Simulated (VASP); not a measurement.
# Ru (P6_3/mmc) in VASP: a series of runs

The runs below take Ru through single point, with r2SCAN, r2SCAN+rVV10, r2SCAN+D4.

All numbers are computed with VASP 6.6.1; they aren't measurements. Logs are shortened: lines on timing, memory, paths and dates and some standing lists are left out, and cuts for length are marked.

## Step 1: The cell of the first run

The structure is hexagonal, space group P6_3/mmc (No. 194). Conventional cell: a = 2.653 Å, b = 2.653 Å, c = 4.202 Å, α = 90.00°, β = 90.00°, γ = 120.00°. Within 3.4 Å of Ru (site symmetry -6m2) lie 12 Ru at 2.60 to 2.65 Å.

## Step 2: Single point, r2SCAN

The input, POSCAR:

```
Ru
1.0
    2.6530659503      0.0000000000      0.0000000000
   -1.3265329752      2.2976225109      0.0000000000
    0.0000000000      0.0000000000      4.2017698789
Ru
2
Direct
    0.6666666667      0.3333333333      0.7500000000
    0.3333333333      0.6666666667      0.2500000000
```

The input, INCAR.step1:

```
ALGO = Normal ; EDIFF = 1E-5
ENCUT = 620 ; GGA = PE
GGA_COMPAT = F ; ISMEAR = -1
LASPH = T ; LCHARG = F
LREAL = F ; LWAVE = T
NBANDS = 23 ; NELM = 120
PREC = Accurate ; SIGMA = 0.05
```

The input, INCAR.step2:

```
ALGO = Normal ; EDIFF = 1E-6
ENCUT = 620 ; GGA_COMPAT = F
ISIF = 2 ; ISMEAR = -1
ISTART = 1 ; LASPH = T
LCHARG = T ; LELF = T
LMIXTAU = T ; LREAL = F
LVHAR = T ; LWAVE = F
METAGGA = R2SCAN ; NBANDS = 23
NELM = 120 ; PREC = Accurate
SIGMA = 0.05
```

The input, KPOINTS:

```
k-points
0
Gamma
  11 11 6
```

Potentials or basis: VASP PAW PBE potentials, release 64 (Ru_sv).

Started as:

```
$ cat potpaw_PBE.64/Ru_sv/POTCAR > POTCAR
$ cp INCAR.step1 INCAR
$ mpirun -np 1 vasp_std > vasp.out
$ cp INCAR.step2 INCAR
$ mpirun -np 1 vasp_std > vasp.out
```

OUTCAR:

```text
EDIFF = 1E-6
   ENCUT = 620
   ISIF = 2
   ISMEAR = -1
   ISTART = 1
   LASPH = T
   LREAL = F
   METAGGA = R2SCAN
   NELM = 120
   PREC = Accurate

 ion  position               nearest neighbor table
   1  0.667  0.333  0.750-   2 2.60   2 2.60   2 2.60   2 2.60   2 2.60   2 2.60
   2  0.333  0.667  0.250-   1 2.60   1 2.60   1 2.60   1 2.60   1 2.60   1 2.60

  LATTYP: Found a hexagonal cell.
 ALAT       =     2.6530659503
 C/A-ratio  =     1.5837412102

  Lattice vectors:

 A1 = (   2.6530659503,   0.0000000000,   0.0000000000)
 A2 = (  -1.3265329752,   2.2976225109,   0.0000000000)
 A3 = (   0.0000000000,   0.0000000000,   4.2017698789)

Analysis of symmetry for initial positions (statically):
=====================================================================
 Subroutine PRICEL returns:
 Original cell was already a primitive cell.

 Routine SETGRP: Setting up the symmetry group for a
 hexagonal supercell.

 Subroutine GETGRP returns: Found 24 space group operations
 (whereof 12 operations were pure point group operations)
 out of a pool of 24 trial point group operations.

The static configuration has the point symmetry D_3d.
 The point group associated with its full space group is D_6h.

Analysis of symmetry for dynamics (positions and initial velocities):
=====================================================================
 Subroutine PRICEL returns:
 Original cell was already a primitive cell.

 Routine SETGRP: Setting up the symmetry group for a
 hexagonal supercell.

 Subroutine GETGRP returns: Found 24 space group operations
 (whereof 12 operations were pure point group operations)
 out of a pool of 24 trial point group operations.

The dynamic configuration has the point symmetry D_3d.
 The point group associated with its full space group is D_6h.

 Subroutine INISYM returns: Found 24 space group operations
 (whereof 12 operations are pure point group operations),
 and found     1 'primitive' translations

----------------------------------------------------------------------------------------

                                     Primitive cell

  volume of cell :      25.6129

  direct lattice vectors                    reciprocal lattice vectors
     2.653065950  0.000000000  0.000000000     0.376922406  0.217616252  0.000000000
    -1.326532975  2.297622511  0.000000000     0.000000000  0.435232505  0.000000000
     0.000000000  0.000000000  4.201769879     0.000000000  0.000000000  0.237994947

  length of vectors
     2.653065950  2.653065950  4.201769879     0.435232505  0.435232505  0.237994947

  position of ions in fractional coordinates (direct lattice)
     0.666666667  0.333333333  0.750000000
     0.333333333  0.666666667  0.250000000

  ion indices of the primitive-cell ions
   primitive index   ion index
                 1           1
                 2           2

----------------------------------------------------------------------------------------

 KPOINTS: k-points

Automatic generation of k-mesh.
 Grid dimensions read from file:
 generate k-points for:   11   11    6

 Generating k-lattice:

  Cartesian coordinates                     Fractional coordinates (reciprocal lattice)
     0.034265673  0.019783296  0.000000000     0.090909091 -0.000000000  0.000000000
     0.000000000  0.039566591  0.000000000     0.000000000  0.090909091  0.000000000
     0.000000000  0.000000000  0.039665825     0.000000000  0.000000000  0.166666667

  Length of vectors
     0.039566591  0.039566591  0.039665825

  Shift w.r.t. Gamma in fractional coordinates (k-lattice)
     0.000000000  0.000000000  0.000000000

 Subroutine IBZKPT returns following result:
 ===========================================

 Found     64 irreducible k-points:

 Following reciprocal coordinates:
            Coordinates               Weight
  0.000000  0.000000  0.000000      1.000000
  0.090909  0.000000  0.000000      6.000000
  0.181818 -0.000000  0.000000      6.000000
  0.272727 -0.000000  0.000000      6.000000
  0.363636 -0.000000  0.000000      6.000000
  0.454545 -0.000000  0.000000      6.000000
[... 16 lines left out ...]
  0.090909  0.090909  0.166667     12.000000
  0.181818  0.090909  0.166667     24.000000
 [... further k-points ...]
   k-points           NKPTS =     64   k-points in BZ     NKDIM =     64   number of bands    NBANDS=     23
   number of dos      NEDOS =    301   number of ions     NIONS =      2
   total plane-waves  NPLWV =  20736
   dimension x,y,z NGX =    24 NGY =   24 NGZ =   36
   dimension x,y,z NGXF=    48 NGYF=   48 NGZF=   72
   ions per type =               2
   NGX,Y,Z   is equivalent  to a cutoff of  15.04, 15.04, 14.24 a.u.
   NGXF,Y,Z  is equivalent  to a cutoff of  30.08, 30.08, 28.49 a.u.
 SYSTEM =  unknown system
   PREC   = accura    normal or accurate (medium, high low for compatibility)
   ISTART =      1    job   : 0-new  1-cont  2-samecut
   ICHARG =      0    charge: 1-file 2-atom 10-const
   ISPIN  =      1    spin polarized calculation?
   LNONCOLLINEAR =      F non collinear calculations
   LSORBIT =      F    spin-orbit coupling
   LASPH  =      T    aspherical Exc in radial PAW
   ENCUT  =  620.0 eV  45.57 Ry    6.75 a.u.   5.39  5.39  8.53*2*pi/ulx,y,z
   NELM   =    120;   NELMIN=  2; NELMDL=  0     # of ELM steps
   EDIFF  = 0.1E-05   stopping-criterion for ELM
   LREAL  =      F    real-space projection
[... 7 lines left out ...]
   TEBEG  =    0.0;   TEEND  =   0.0 temperature during run
   PSTRESS=    0.0 pullay stress
   NELECT =      32.0000    total number of electrons
   NUPDOWN=      -1.0000    fix difference up-down
   EMIN   =  10.00;   EMAX   =-10.00  energy-range for DOS
   EFERMI =   0.00;   METHOD = LEGACY
   ISMEAR =    -1;   SIGMA  =   0.05  broadening in eV -4-tet -1-fermi 0-gaus
   EFERMI_NEDOS =   21; number of points for ismear=-14 and -15
   IALGO  =     38    algorithm
   IMIX   =      4    mixing-type and parameters
     AMIX     =   0.40;   BMIX     =  1.00
     AMIX_MAG =   1.60;   BMIX_MAG =  1.00
  volume/ion in A,a.u.               =      12.81        86.42
  Fermi-wavevector in a.u.,A,eV,Ry     =   1.763215  3.331992 42.299500  3.108926
  Thomas-Fermi vector in A             =   2.831434
   LORBIT       =      0    0 simple, 1 ext, 2 COOP (PROOUT), +10 PAW based schemes
   METAGGA = R2SCAN    functional components
   LHFCALC =     F    Hartree Fock is set to
   AEXX    =    0.0000 exact exchange contribution
   IVDW    =     0    specifies the selected vdW correction
   LEPSILON=     F    determine dielectric tensor
   LRPA    =     F    only Hartree local field effects (RPA)
 non-spin polarized calculation
  energy-cutoff  :      620.00
  volume of cell :       25.61
 maximum number of plane-waves:       929
 NGX is ok and might be reduce to    24
   NGX = 11   NGY = 11   NGZ = 17

 number of electron      32.0000005 magnetization

 Free energy of the ion-electron system (eV)
  ---------------------------------------------------
  ext. energy  EPLUGINS =         0.00000000
  ---------------------------------------------------
  free energy    TOTEN  =       -50.85448354 eV

  energy without entropy =      -50.83982981  energy(sigma->0) =      -50.84715667

 E-fermi :  16.2037     XC(G=0): -15.9620

 val. band max:       16.1816751060   @ k =   0.2727  -0.0000   0.0000
 cond. band min:      16.2210259937   @ k =   0.2727   0.1818   0.1667
 fundamental gap:      0.0393508877
 Fermi energy:        16.2037149418

 k-point     1 :       0.0000    0.0000    0.0000
  band No.  band energies     occupation
      1     -59.1934      2.00000
      2     -58.9083      2.00000
      3     -29.0552      2.00000
      4     -27.8444      2.00000
      5     -27.8444      2.00000
      6     -27.6275      2.00000
[... 15 lines left out ...]
     22      31.8114      0.00000
     23      34.4805      0.00000

 k-point     2 :       0.0909    0.0000    0.0000
  band No.  band energies     occupation
      1     -59.1767      2.00000
      2     -58.9017      2.00000
      3     -29.0188      2.00000
      4     -27.9226      2.00000
      5     -27.8705      2.00000
      6     -27.7085      2.00000
[... 15 lines left out ...]
     22      32.4088      0.00000
     23      34.8658      0.00000

 k-point     3 :       0.1818   -0.0000    0.0000
  band No.  band energies     occupation
      1     -59.1307      2.00000
      2     -58.8849      2.00000
      3     -28.9153      2.00000
      4     -28.1324      2.00000
      5     -27.9378      2.00000
      6     -27.9201      2.00000
[... 15 lines left out ...]
     22      33.2266      0.00000
     23      35.1658      0.00000

 k-point     4 :       0.2727   -0.0000    0.0000
  band No.  band energies     occupation
      1     -59.0667      2.00000
      2     -58.8662      2.00000
      3     -28.7620      2.00000
      4     -28.4065      2.00000
      5     -28.1861      2.00000
      6     -28.0217      2.00000
[... 15 lines left out ...]
     22      31.0615      0.00000
     23      33.5149      0.00000

 k-point     5 :       0.3636   -0.0000    0.0000
  band No.  band energies     occupation
      1     -59.0014      2.00000
      2     -58.8550      2.00000
      3     -28.6571      2.00000
      4     -28.5886      2.00000
      5     -28.4208      2.00000
      6     -28.0958      2.00000
[... 434 lines left out ...]
 k-point    22 :       0.4545   -0.0000    0.1667
  band No.  band energies     occupation
      1     -58.9490      2.00000
      2     -58.8616      2.00000
      3     -28.8767      2.00000
      4     -28.6398      2.00000
      5     -28.3226      2.00000
      6     -28.1152      2.00000
[... 15 lines left out ...]
     22      29.2820      0.00000
     23      31.3598      0.00000

 k-point    23 :       0.0909    0.0909    0.1667
  band No.  band energies     occupation
      1     -59.1285      2.00000
      2     -58.9074      2.00000
      3     -28.8758      2.00000
      4     -28.0235      2.00000
      5     -27.9666      2.00000
      6     -27.8648      2.00000
[... 15 lines left out ...]
     22      32.7907      0.00000
     23      35.2426      0.00000

 k-point    24 :       0.1818    0.0909    0.1667
  band No.  band energies     occupation
      1     -59.0758      2.00000
      2     -58.8871      2.00000
      3     -28.7853      2.00000
      4     -28.2340      2.00000
      5     -28.1706      2.00000
      6     -27.9651      2.00000
[... 15 lines left out ...]
     22      32.6683      0.00000
     23      34.1025      0.00000

 [... further k-points ...]
[... 5 lines left out ...]
  --------------------------------------------------------------------------------------
  -------------------------------------------------------------------------------------
  Total        3.2225766      3.2225766      3.2268216     -0.0000000      0.0000000      0.0000000
  in kB      201.5834360    201.5834361    201.8489741     -0.0000000      0.0000000      0.0000000
  external PRESSURE =     201.6719487 kB  Pullay stress =       0.0000000 kB

 VOLUME and BASIS-vectors are now :
 -----------------------------------------------------------------------------
  energy-cutoff  :      620.00
  volume of cell :       25.61
      direct lattice vectors                 reciprocal lattice vectors
     2.653065950  0.000000000  0.000000000     0.376922406  0.217616252  0.000000000
    -1.326532975  2.297622511  0.000000000     0.000000000  0.435232505  0.000000000
     0.000000000  0.000000000  4.201769879     0.000000000  0.000000000  0.237994947

 POSITION                                       TOTAL-FORCE (eV/Angst)
 -----------------------------------------------------------------------------------
      1.32653      0.76587      3.15133        -0.000000     -0.000000      0.000000
     -0.00000      1.53175      1.05044         0.000000      0.000000      0.000000
 -----------------------------------------------------------------------------------
    total drift:                               -0.000000      0.000000     -0.000000

  FREE ENERGIE OF THE ION-ELECTRON SYSTEM (eV)
  ---------------------------------------------------
  free  energy   TOTEN  =       -50.8544835367 eV

  energy  without entropy=      -50.8398298089  energy(sigma->0) =      -50.84715667
```

It took 2 min on 1 thread of AMD EPYC 9R45 (Zen 5), shared host; peak memory 0.15 GiB.

What came out:

```
Free energy            : -50.8545 eV
Pressure               : 20.2 GPa
Band gap on the k mesh : zero (bands 16 and 17 overlap by 3.50 eV)
```

Levels at points of the mesh, in eV from the Fermi level:
```
           k point  band 12  band 13  band 14  band 15  band 16  band 17  band 18  band 19  band 20  band 21
(0.00, 0.00, 0.00)    -2.87    -2.68    -2.10    -2.10    -1.51    -1.51     1.42     1.42     1.50    11.60
(0.00, 0.00, 0.50)    -3.06    -3.06    -3.06    -2.94    -2.94     0.70     0.70     0.70     0.70    15.15
```

Caveat: the cell stands under pressure; the PAW data sets were made with another functional, which shifts forces and pressure a little.

## Step 3: Single point, r2SCAN

This run uses another cell than the first one, of 13.57 Å³/atom.

The input, POSCAR:

```
Ru
1.0
    2.7058000000      0.0000000000      0.0000000000
   -1.3529000000      2.3432915376      0.0000000000
    0.0000000000      0.0000000000      4.2819000000
Ru
2
Direct
    0.6666666667      0.3333333333      0.7500000000
    0.3333333333      0.6666666667      0.2500000000
```

The input, INCAR.step1:

```
PREC = Accurate
ENCUT = 620
ISMEAR = 0
SIGMA = 0.1
LREAL = False
LASPH = True
NELM = 120
NBANDS = 23
GGA = PE
ALGO = Normal
EDIFF = 1E-5
LWAVE = True
LCHARG = False
GGA_COMPAT = False
```

The input, INCAR.step2:

```
PREC = Accurate
ENCUT = 620
EDIFF = 1E-6
ISMEAR = 0
SIGMA = 0.1
LREAL = False
LASPH = True
NELM = 120
ALGO = Normal
ISIF = 2
LWAVE = False
LCHARG = False
METAGGA = R2SCAN
LMIXTAU = True
NBANDS = 23
ISTART = 1
GGA_COMPAT = False
```

The input, KPOINTS:

```
regular mesh
0
Gamma
  9 9 5
```

Potentials or basis: VASP PAW PBE potentials, release 64 (Ru_sv).

Started as:

```
$ cat potpaw_PBE.64/Ru_sv/POTCAR > POTCAR
$ cp INCAR.step1 INCAR
$ mpirun -np 1 vasp_std > vasp.out
$ cp INCAR.step2 INCAR
$ mpirun -np 1 vasp_std > vasp.out
```

Run time: 35 s. Hardware: 1 thread of Intel Xeon 6975P-C (Granite Rapids), shared host; peak memory 0.17 GiB.

It converged, with:

| Quantity | Value |
| --- | --- |
| Free energy | -50.9715 eV |
| Pressure | -2.2 GPa |
| Band gap on the k mesh | zero (bands 16 and 17 overlap by 3.17 eV) |

Stress tensor (GPa, compression positive):
```
-2.02  0.00  0.00
 0.00 -2.02  0.00
 0.00  0.00 -2.42
```

Levels at points of the mesh, in eV from the Fermi level:
```
           k point  band 12  band 13  band 14  band 15  band 16  band 17  band 18  band 19  band 20  band 21
(0.00, 0.00, 0.00)    -2.81    -2.61    -2.11    -2.11    -1.56    -1.56     1.13     1.13     1.25    10.68
```

Caveat: the PAW data sets were made with another functional, which shifts forces and pressure a little.

(Continued in part 2 of 2.)

The gap in the log of VASP goes by the Fermi energy; the results here count the filled bands.